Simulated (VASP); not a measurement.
Ti3Al:

```
CELL_PARAMETERS angstrom
2.92754 0.00000 0.00000
-1.46377 2.53533 0.00000
0.00000 0.00000 9.22636
ATOMIC_POSITIONS crystal
Ti 0.66667 0.33333 0.00000
Ti 0.33333 0.66667 0.75059
Ti 0.33333 0.66667 0.24941
Al 0.66667 0.33333 0.50000
```

| Quantity | Value |
| --- | --- |
| Program | VASP 6.6.1 |
| Task | relaxation of cell and atoms |
| Functional | PBEsol |
| Potentials or basis | VASP PAW PBE potentials, release 64 (Ti_sv, Al) |
| Cutoff | 600 eV |
| k mesh | 8 × 8 × 3 |
| Occupations | fermi-dirac, width 0.1 eV |
| Spin | no spin polarisation |

At the start: pressure -3.5 GPa; volume 17.12 Å³/atom.

Problem. How do energy, volume and symmetry change on relaxing?

Solution. Over 4 steps the energy falls by 6.1 meV/atom and the volume is 16.59 Å³/atom (-3.1 %); space group P-6m2 (No. 187, to 0.1 Å) before and after.

Step by step:
| step | energy change (eV) | largest force (eV/Å) | pressure (GPa) | volume (Å³) |
| --- | --- | --- | --- | --- |
| 1 | 0.0000 | 0.0402 | -3.49 | 68.48 |
| 2 | -0.0125 | 0.0024 | 2.66 | 64.85 |
| 3 | -0.0244 | 0.0156 | 0.01 | 66.31 |
| 4 | -0.0244 | 0.0159 | -0.07 | 66.35 |

Final structure:
```xyz
4
Lattice="2.8964 0.0000 0.0000 -1.4482 2.5084 0.0000 0.0000 0.0000 9.1323" Properties=species:S:1:pos:R:3 pbc="T T T"
Ti    1.4482    0.8361    0.0000
Ti    0.0000    1.6723    6.8558
Ti    0.0000    1.6723    2.2766
Al    1.4482    0.8361    4.5662
```

Caveat: the PAW data sets were made with another functional, which shifts forces and pressure a little.
